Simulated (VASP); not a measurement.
# Cd (Im-3m) in VASP: relaxation of cell and atoms with PBE

Aim: the relaxation of cell and atoms of Cd with PBE.

Everything below comes from runs of VASP 6.6.1. Logs are shortened: lines on timing, memory, paths and dates and some standing lists are left out, and cuts for length are marked.

**1. The cell of the first run**

Symmetry: Im-3m, No. 229, cubic system. The conventional cell has a = 3.288 Å, b = 3.288 Å, c = 3.288 Å, α = 90.00°, β = 90.00°, γ = 90.00°. Cd (site symmetry m-3m) has 14 Cd at 2.85 to 3.29 Å within 3.8 Å.

This isn't the form of Cd at room conditions, which is hcp.

**2. Relaxation of cell and atoms, PBE**

INCAR

```
SYSTEM = Cd
PREC = Accurate
ENCUT = 630
EDIFF = 1E-7
ISMEAR = 0
SIGMA = 0.1
LREAL = .FALSE.
LASPH = .TRUE.
NELM = 120
ALGO = Normal
ISIF = 3
LWAVE = .FALSE.
LCHARG = .FALSE.
GGA = PE
IBRION = 2
NSW = 80
EDIFFG = -0.05
GGA_COMPAT = .FALSE.
NELMIN = 4
```

KPOINTS

```
Automatic mesh
0
G
  8 8 8
  0 0 0
```

POSCAR

```
Cd
1.0
   -1.6438224042      1.6438224042      1.6438224042
    1.6438224042     -1.6438224042      1.6438224042
    1.6438224042      1.6438224042     -1.6438224042
Cd
1
Direct
    0.0000000000      0.0000000000      0.0000000000
```

Potentials or basis: VASP PAW PBE potentials, release 64 (Cd_sv_GW).

On the command line:

```console
$ cat potpaw_PBE.64/Cd_sv_GW/POTCAR > POTCAR
$ mpirun -np 1 vasp_std > vasp.out
```

OUTCAR:

```text
SYSTEM = Cd
   PREC = Accurate
   ENCUT = 630
   EDIFF = 1E-7
   ISMEAR = 0
   LREAL = .FALSE.
   LASPH = .TRUE.
   NELM = 120
   ISIF = 3
   GGA = PE
   IBRION = 2
   NSW = 80
   EDIFFG = -0.05
   NELMIN = 4

 ion  position               nearest neighbor table
   1  0.000  0.000  0.000-

  LATTYP: Found a body centered cubic cell.
 ALAT       =     3.2876448084

  Lattice vectors:

 A1 = (  -1.6438224042,   1.6438224042,   1.6438224042)
 A2 = (   1.6438224042,  -1.6438224042,   1.6438224042)
 A3 = (   1.6438224042,   1.6438224042,  -1.6438224042)

Analysis of symmetry for initial positions (statically):
=====================================================================
 Subroutine PRICEL returns:
 Original cell was already a primitive cell.

 Routine SETGRP: Setting up the symmetry group for a
 body centered cubic supercell.

 Subroutine GETGRP returns: Found 48 space group operations
 (whereof 48 operations were pure point group operations)
 out of a pool of 48 trial point group operations.

The static configuration has the point symmetry O_h .

Analysis of symmetry for dynamics (positions and initial velocities):
=====================================================================
 Subroutine PRICEL returns:
 Original cell was already a primitive cell.

 Routine SETGRP: Setting up the symmetry group for a
 body centered cubic supercell.

 Subroutine GETGRP returns: Found 48 space group operations
 (whereof 48 operations were pure point group operations)
 out of a pool of 48 trial point group operations.

The dynamic configuration has the point symmetry O_h .

 Subroutine INISYM returns: Found 48 space group operations
 (whereof 48 operations are pure point group operations),
 and found     1 'primitive' translations

----------------------------------------------------------------------------------------

                                     Primitive cell

  volume of cell :      17.7674

  direct lattice vectors                    reciprocal lattice vectors
    -1.643822404  1.643822404  1.643822404     0.000000000  0.304169111  0.304169111
     1.643822404 -1.643822404  1.643822404     0.304169111  0.000000000  0.304169111
     1.643822404  1.643822404 -1.643822404     0.304169111  0.304169111  0.000000000

  length of vectors
     2.847183923  2.847183923  2.847183923     0.430160083  0.430160083  0.430160083

  position of ions in fractional coordinates (direct lattice)
     0.000000000  0.000000000  0.000000000

  ion indices of the primitive-cell ions
   primitive index   ion index
                 1           1

----------------------------------------------------------------------------------------

 KPOINTS: Automatic mesh

Automatic generation of k-mesh.
 Grid dimensions read from file:
 generate k-points for:    8    8    8

 Generating k-lattice:

  Cartesian coordinates                     Fractional coordinates (reciprocal lattice)
     0.000000000  0.038021139  0.038021139     0.125000000  0.000000000  0.000000000
     0.038021139  0.000000000  0.038021139     0.000000000  0.125000000  0.000000000
     0.038021139  0.038021139  0.000000000     0.000000000  0.000000000  0.125000000

  Length of vectors
     0.053770010  0.053770010  0.053770010

  Shift w.r.t. Gamma in fractional coordinates (k-lattice)
     0.000000000  0.000000000  0.000000000

 Subroutine IBZKPT returns following result:
 ===========================================

 Found     29 irreducible k-points:

 Following reciprocal coordinates:
            Coordinates               Weight
  0.000000  0.000000  0.000000      1.000000
  0.125000  0.000000  0.000000     12.000000
  0.250000  0.000000  0.000000     12.000000
  0.375000  0.000000  0.000000     12.000000
  0.500000  0.000000  0.000000      6.000000
  0.125000  0.125000  0.000000     24.000000
[... 16 lines left out ...]
 -0.250000  0.250000  0.250000      6.000000
 -0.375000  0.375000  0.250000     24.000000
 [... further k-points ...]
   k-points           NKPTS =     29   k-points in BZ     NKDIM =     29   number of bands    NBANDS=     14
   number of dos      NEDOS =    301   number of ions     NIONS =      1
   total plane-waves  NPLWV =  13824
   dimension x,y,z NGX =    24 NGY =   24 NGZ =   24
   dimension x,y,z NGXF=    48 NGYF=   48 NGZF=   48
   ions per type =               1
   NGX,Y,Z   is equivalent  to a cutoff of  14.01, 14.01, 14.01 a.u.
   NGXF,Y,Z  is equivalent  to a cutoff of  28.03, 28.03, 28.03 a.u.
 SYSTEM =  Cd
   PREC   = accura    normal or accurate (medium, high low for compatibility)
   ISTART =      0    job   : 0-new  1-cont  2-samecut
   ICHARG =      2    charge: 1-file 2-atom 10-const
   ISPIN  =      1    spin polarized calculation?
   LNONCOLLINEAR =      F non collinear calculations
   LSORBIT =      F    spin-orbit coupling
   LASPH  =      T    aspherical Exc in radial PAW
   ENCUT  =  630.0 eV  46.30 Ry    6.80 a.u.   5.83  5.83  5.83*2*pi/ulx,y,z
   NELM   =    120;   NELMIN=  4; NELMDL= -5     # of ELM steps
   EDIFF  = 0.1E-06   stopping-criterion for ELM
   LREAL  =      F    real-space projection
   EDIFFG = -.5E-01   stopping-criterion for IOM
   NSW    =     80    number of steps for IOM
   IBRION =      2    ionic relax: 0-MD 1-quasi-New 2-CG
   NFREE  =      1    steps in history (QN), initial steepest desc. (CG)
   ISIF   =      3    stress and relaxation
   ISYM   =      2    0-nonsym 1-usesym 2-fastsym
   POTIM  = 0.5000    time-step for ionic-motion
   TEBEG  =    0.0;   TEEND  =   0.0 temperature during run
   PSTRESS=    0.0 pullay stress
   NELECT =      20.0000    total number of electrons
   NUPDOWN=      -1.0000    fix difference up-down
   EMIN   =  10.00;   EMAX   =-10.00  energy-range for DOS
   EFERMI =   0.00;   METHOD = LEGACY
   ISMEAR =     0;   SIGMA  =   0.10  broadening in eV -4-tet -1-fermi 0-gaus
   EFERMI_NEDOS =   21; number of points for ismear=-14 and -15
   IALGO  =     38    algorithm
   IMIX   =      4    mixing-type and parameters
     AMIX     =   0.40;   BMIX     =  1.00
     AMIX_MAG =   1.60;   BMIX_MAG =  1.00
  volume/ion in A,a.u.               =      17.77       119.90
  Fermi-wavevector in a.u.,A,eV,Ry     =   1.702982  3.218168 39.458883  2.900146
  Thomas-Fermi vector in A             =   2.782652
   LORBIT       =      0    0 simple, 1 ext, 2 COOP (PROOUT), +10 PAW based schemes
   GGA     = PE    functional components
   LHFCALC =     F    Hartree Fock is set to
   AEXX    =    0.0000 exact exchange contribution
   IVDW    =     0    specifies the selected vdW correction
   LEPSILON=     F    determine dielectric tensor
   LRPA    =     F    only Hartree local field effects (RPA)
 conjugate gradient relaxation of ions
 non-spin polarized calculation
 Gauss-broadening in eV      SIGMA  =   0.10
  energy-cutoff  :      630.00
  volume of cell :       17.77
 maximum number of plane-waves:       682
   NGX = 11   NGY = 11   NGZ = 11

--------------------------------------- Ionic step        1  -------------------------------------------

 number of electron      20.0000004 magnetization

 Free energy of the ion-electron system (eV)
  ---------------------------------------------------
  ext. energy  EPLUGINS =         0.00000000
  ---------------------------------------------------
  free energy    TOTEN  =        -0.44630753 eV

  energy without entropy =       -0.44500571  energy(sigma->0) =       -0.44565662

------------------------ aborting loop because EDIFF is reached ----------------------------------------

  FORCE on cell =-STRESS in cart. coord.  units (eV):
  Direction    XX          YY          ZZ          XY          YZ          ZX
  --------------------------------------------------------------------------------------
  -------------------------------------------------------------------------------------
  Total        2.3854629      2.3854629      2.3854629      0.0000000      0.0000000      0.0000000
  in kB      215.1089934    215.1089934    215.1089934      0.0000000      0.0000000      0.0000000
  external PRESSURE =     215.1089934 kB  Pullay stress =       0.0000000 kB
[... 20 lines left out ...]
  energy  without entropy=       -0.4450057128  energy(sigma->0) =       -0.44565662

--------------------------------------- Ionic step        2  -------------------------------------------

 number of electron      20.0000010 magnetization

 E-fermi :   5.0339     XC(G=0): -10.5843

 val. band max:        4.8866857987   @ k =   0.3750   0.2500  -0.0000
 cond. band min:       5.0871017800   @ k =   0.3750   0.2500  -0.0000
 fundamental gap:      0.2004159813
 Fermi energy:         5.0339122410

 k-point     1 :       0.0000    0.0000    0.0000
  band No.  band energies     occupation
      1     -97.6229      2.00000
      2     -58.6632      2.00000
      3     -58.6632      2.00000
      4     -58.6632      2.00000
      5      -3.7502      2.00000
      6      -3.7502      2.00000
      7      -3.7502      2.00000
      8      -3.2426      2.00000
      9      -3.2426      2.00000
     10      -2.7871      2.00000
     11      19.5698      0.00000
     12      19.5698      0.00000
     13      19.5698      0.00000
     14      19.9252      0.00000
[... 423 lines left out ...]
  energy  without entropy=       -0.6407282601  energy(sigma->0) =       -0.64197771

--------------------------------------- Ionic step        3  -------------------------------------------

 number of electron      20.0000010 magnetization

 Free energy of the ion-electron system (eV)
  ---------------------------------------------------
  ext. energy  EPLUGINS =         0.00000000
  ---------------------------------------------------
  free energy    TOTEN  =        -0.67693400 eV

  energy without entropy =       -0.67408535  energy(sigma->0) =       -0.67550968

 E-fermi :   6.1323     XC(G=0): -11.1882

 val. band max:        6.0132606309   @ k =   0.3750   0.2500  -0.0000
 cond. band min:       6.1783808570   @ k =   0.3750   0.2500  -0.0000
 fundamental gap:      0.1651202261
 Fermi energy:         6.1322842587

 k-point     1 :       0.0000    0.0000    0.0000
  band No.  band energies     occupation
      1     -96.7584      2.00000
      2     -57.7868      2.00000
      3     -57.7868      2.00000
      4     -57.7868      2.00000
      5      -2.9550      2.00000
      6      -2.9550      2.00000
      7      -2.9550      2.00000
      8      -2.4665      2.00000
      9      -2.3184      2.00000
     10      -2.3184      2.00000
     11      21.0354      0.00000
     12      21.0354      0.00000
     13      21.0354      0.00000
     14      22.5102      0.00000
[... 419 lines left out ...]
  FREE ENERGIE OF THE ION-ELECTRON SYSTEM (eV)
  ---------------------------------------------------
  free  energy   TOTEN  =        -0.6769339976 eV

  energy  without entropy=       -0.6740853537  energy(sigma->0) =       -0.67550968

 reached required accuracy - stopping structural energy minimisation
```

Run time: 28 s. Hardware: 1 thread of Intel Xeon Platinum 8375C at 2.90GHz (Ice Lake), shared host; peak memory 0.15 GiB.

Results:

* Free energy: -0.6769 eV
* Relaxed volume: 22.07 Å³/atom
* Relaxed cell: a = 3.061 Å, b = 3.061 Å, c = 3.061 Å, α = 109.47°, β = 109.47°, γ = 109.47°
* Space group after relaxing (to 0.1 Å): Im-3m (No. 229)
* Energy gained by relaxing: 230.6 meV/atom
* Ionic steps: 3
* Pressure after relaxing: -0.1 GPa
* Band gap on the k mesh: zero (bands 10 and 11 overlap by 4.31 eV)

Step by step:
| step | energy change (eV) | largest force (eV/Å) | pressure (GPa) | volume (Å³) |
| --- | --- | --- | --- | --- |
| 1 | 0.0000 | 0.0000 | 21.51 | 17.77 |
| 2 | -0.1969 | 0.0000 | -3.66 | 24.63 |
| 3 | -0.2306 | 0.0000 | -0.07 | 22.07 |

Final structure:
```yaml
crystal:
  lattice:
    - [-1.76708, 1.76708, 1.76708]
    - [1.76708, -1.76708, 1.76708]
    - [1.76708, 1.76708, -1.76708]
  atoms:
    - { symbol: Cd, position: [0.00000, 0.00000, 0.00000] }
```

Caveat: the volume moved by over 15 % at a fixed basis, so the end points are rough.

The gap in the log of VASP goes by the Fermi energy; the results here count the filled bands.